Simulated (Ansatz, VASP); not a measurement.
**TiSi2: VASP beside Ansatz**

```xyz
12
Lattice="3.6895 0.0000 0.0000 0.0000 14.1031 0.0000 0.0000 0.0000 3.7224" Properties=species:S:1:pos:R:3 pbc="T T T"
Ti    1.8448    8.5324    2.7918
Ti    0.0000   12.6223    0.9306
Ti    0.0000    1.4808    2.7918
Ti    1.8448    5.5708    0.9306
Si    1.8448   13.2988    2.7918
Si    0.0000    7.8558    0.9306
Si    0.0000   10.5771    2.7918
Si    1.8448   10.5775    0.9306
Si    0.0000    6.2473    2.7918
Si    1.8448    0.8043    0.9306
Si    1.8448    3.5256    2.7918
Si    0.0000    3.5260    0.9306
```

Change from the starting cell: equal strain along all axes, cell held, atoms relaxed: +4.0 %.

Alike in both runs: functional PBE; k mesh 10 × 4 × 10; occupations gaussian, width 0.1 eV; no spin polarisation.

Ansatz relaxed the structure, and its values are those at the end. VASP's run is a single point on that final structure, the one shown.

|  | VASP | Ansatz |
| --- | --- | --- |
| version | VASP 6.6.1 | Ansatz 0.2.0 |
| potentials or method | VASP PAW PBE potentials, release 64 (Ti_sv, Si), cutoff 520 eV | scalar-relativistic, plane waves, PAW |
| valence electrons in the cell | 80 | 80 |

Ansatz gave:

```
gap on the k mesh at the Fermi level (eV) : none
pressure (GPa)                            : -12.2
rms of the force components (eV/Å)        : 0.002
```

Problem. Which values does VASP return?

Solution. gap on the k mesh at the Fermi level (eV): none; pressure (GPa): -12.2; rms of the force components (eV/Å): 0.004.

A gap of «none» marks a metal or a gap that the smearing closes. Ansatz's warnings: stress scf threshold loose.
